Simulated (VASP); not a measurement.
A run of VASP 6.6.1 is set up as follows.

File INCAR:

```
PREC     = Accurate       # precision mode
ENCUT    = 520            # plane-wave cutoff, eV
EDIFF    = 1E-7           # SCF threshold, eV
ISMEAR   = 0              # smearing method
SIGMA    = 0.1            # smearing width, eV
LREAL    = F              # projectors in reciprocal space
LASPH    = T              # aspherical terms in the spheres
NELM     = 150            # most SCF steps
ALGO     = Normal         # electronic algorithm
ISIF     = 2              # what is computed and relaxed
LWAVE    = F              # write WAVECAR
LCHARG   = F              # write CHGCAR
ISPIN    = 2              # spin polarisation
MAGMOM   = 0 0 0 0 0 0 0  # initial moments
LORBIT   = 11             # projections on sites
LMAXMIX  = 4              # l up to which the mixer works
GGA      = PE             # functional
NBANDS   = 44             # bands
```

Contents of KPOINTS:

```
Automatic mesh
0
Gamma
  4 4 4
```

Contents of POSCAR:

```
W3N4
1.0
    4.5922440400      0.0000000000      0.0000000000
    0.0000000000      4.5922440400      0.0000000000
    0.0000000000      0.0000000000      4.5922440400
W N
3 4
Direct
    0.0000000000      0.0000000000      0.5000000000
    0.0000000000      0.5000000000      0.0000000000
    0.5000000000      0.0000000000      0.0000000000
    0.2500000000      0.2500000000      0.2500000000
    0.2500000000      0.7500000000      0.7500000000
    0.7500000000      0.2500000000      0.7500000000
    0.7500000000      0.7500000000      0.2500000000
```

Potentials or basis: VASP PAW PBE potentials, release 64 (W_sv, N).

Launch:

```sh
$ cat potpaw_PBE.64/W_sv/POTCAR potpaw_PBE.64/N/POTCAR > POTCAR
$ mpirun -np 1 vasp_std > vasp.out
```

Question: Predict the band gap on the k mesh.

Answer: Zero (filled and empty bands overlap).

Question: What does it give for the pressure?

Answer: -6.0 GPa.

Question: Predict the net moment.

Answer: 0.00 μB per cell.

Caveat: spin-orbit coupling is left out, which moves the levels of the heavy elements.
